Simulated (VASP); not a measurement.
Here is a VASP 6.6.1 calculation.

INCAR

```
SYSTEM = I
PREC = Accurate ; ENCUT = 520
EDIFF = 1E-6 ; ISMEAR = -1
SIGMA = 0.05 ; LREAL = .FALSE.
LASPH = .TRUE. ; NELM = 100
ALGO = Normal ; ISIF = 2
LWAVE = .FALSE. ; LCHARG = .FALSE.
GGA = PE ; NBANDS = 22
```

KPOINTS

```
Automatic mesh
0
G
  7 7 3
  0 0 0
```

The input POSCAR:

```
I
1.0
    3.6350350000     -2.3950200000      0.0000000000
    3.6350350000      2.3950200000      0.0000000000
    0.0000000000      0.0000000000      9.7934400000
I
4
Direct
    0.6534940000      0.3467530000      0.3829530000
    0.1523430000      0.8403500000      0.1136140000
    0.3667450000      0.6451680000      0.6154720000
    0.8462630000      0.1537000000      0.8821900000
```

Potentials or basis: VASP PAW PBE potentials, release 64 (I).

Run with:

```bash
$ cat potpaw_PBE.64/I/POTCAR > POTCAR
$ mpirun -np 1 vasp_std > vasp.out
```

(1) Predict the pressure.

(2) Estimate the band gap on the k mesh.

(3) Estimate the largest force.

## Answers

(1) 1.5 GPa.

(2) 1.30 eV (least direct gap 1.39 eV).

(3) 0.906 eV/Å.

Caveat: the cell differs from its parent crystal (atoms moved at random); this functional lacks dispersion, which holds the molecules together, so the pressure and a relaxed volume are unreliable; spin-orbit coupling is left out, which moves the levels of the heavy elements.
